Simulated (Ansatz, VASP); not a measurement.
**Sn in VASP and in Ansatz**

```
Sn
1.0
     3.54273    0.00000    0.00000
    -1.77136    3.06809    0.00000
     0.00000    0.00000    5.88651
Sn
2
Direct
  0.33333 0.66667 0.25000
  0.66667 0.33333 0.75000
```

Alike in both runs: task single point; functional RPBE; k mesh 12 × 12 × 6; occupations fermi-dirac, width 0.1 eV; no spin polarisation.

|  | VASP | Ansatz |
| --- | --- | --- |
| version | VASP 6.6.1 | Ansatz 0.2.0 |
| potentials or method | VASP PAW PBE potentials, release 64 (Sn_d), cutoff 520 eV | plane waves (420 eV) with PAW, scalar-relativistic |
| valence electrons in the cell | 28 | 28 |

|  | VASP | Ansatz | Ansatz less VASP |
| --- | --- | --- | --- |
| pressure (GPa) | -3.8 | -3.7 | +0.06 |
| traceless stress, the component that is largest in VASP (GPa) | -0.27 | -0.27 | +0.002 |

VASP's potentials were made for PBE, not for RPBE. With one functional, cell and mesh, what is left measures potentials, basis and numerics.
